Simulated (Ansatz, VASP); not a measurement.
**One calculation of GeSe3, two programs**

```
CELL_PARAMETERS angstrom
4.39883 0.00000 0.00000
0.00000 4.39883 0.00000
0.00000 0.00000 4.39883
ATOMIC_POSITIONS crystal
Ge 0.00000 0.00000 0.00000
Se 0.00000 0.50000 0.50000
Se 0.50000 0.00000 0.50000
Se 0.50000 0.50000 0.00000
```

Alike in both runs: functional PBE; k mesh 4 × 4 × 4; occupations gaussian, width 0.1 eV; no spin polarisation.

Ansatz relaxed the structure, and its values are those at the end. VASP's run is a single point on that final structure, the one shown.

```csv
,VASP,Ansatz
version,VASP 6.6.1,Ansatz 0.2.0
potentials or method,"VASP PAW PBE potentials, release 64 (Ge_d, Se), cutoff 520 eV","scalar-relativistic, plane waves, PAW"
valence electrons in the cell,32,62
```

```tsv
	VASP	Ansatz	Ansatz less VASP
gap on the k mesh at the Fermi level (eV)	none	none	-
pressure (GPa)	-0.2	-0.2	-0.01
```

A gap of «none» marks a metal or a gap that the smearing closes. VASP's potentials hold 32 valence electrons a cell and Ansatz's 62, so a difference there can come from the potentials and not from the codes.
